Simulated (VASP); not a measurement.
**GaN: density of states with PBE**

Crystal: GaN.

```
Ga N
1.0
     3.21684    0.00000    0.00000
    -1.60842    2.78587    0.00000
     0.00000    0.00000   15.74751
Ga N
6 6
Direct
  0.00000 0.00000 0.18753
  0.00000 0.00000 0.68753
  0.33333 0.66667 0.52071
  0.66667 0.33333 0.02071
  0.33333 0.66667 0.85398
  0.66667 0.33333 0.35398
  0.00000 0.00000 0.31265
  0.00000 0.00000 0.81265
  0.33333 0.66667 0.97921
  0.66667 0.33333 0.47921
  0.33333 0.66667 0.64592
  0.66667 0.33333 0.14592
```

| Quantity | Value |
| --- | --- |
| Program | VASP 6.6.1 |
| Task | density of states |
| Functional | PBE |
| Potentials or basis | VASP PAW PBE potentials, release 64 (Ga_d, N) |
| Cutoff | 520 eV |
| k mesh | 12 × 12 × 2 |
| Occupations | gaussian, width 0.02 eV |
| Spin | no spin polarisation |
| Dipole correction | no |
| k mesh for the DOS | 18 × 18 × 3 |
| Occupations for the DOS | tetrahedron |
| Further INCAR settings | ALGO = Normal; EDIFF = 1e-07; NBANDS = 66 |

```
Valence electrons inside the program's atomic spheres : Ga 11.81; N 3.72
```

Levels at points of the mesh, in eV from the valence-band top:
| k point | band 52 | band 53 | band 54 | band 55 | band 56 | band 57 |
| --- | --- | --- | --- | --- | --- | --- |
| (0.00, 0.00, 0.00) | -0.01 | 0.00 | 0.00 | 1.60 | 3.17 | 3.33 |
| (0.50, 0.00, 0.00) | -1.41 | -1.24 | -0.94 | 3.74 | 4.07 | 4.46 |

Wall time 8.1 min on 1 thread of Intel(R) Xeon(R) 6975P-C (Granite Rapids), on a shared host, peak memory 0.56 GiB.
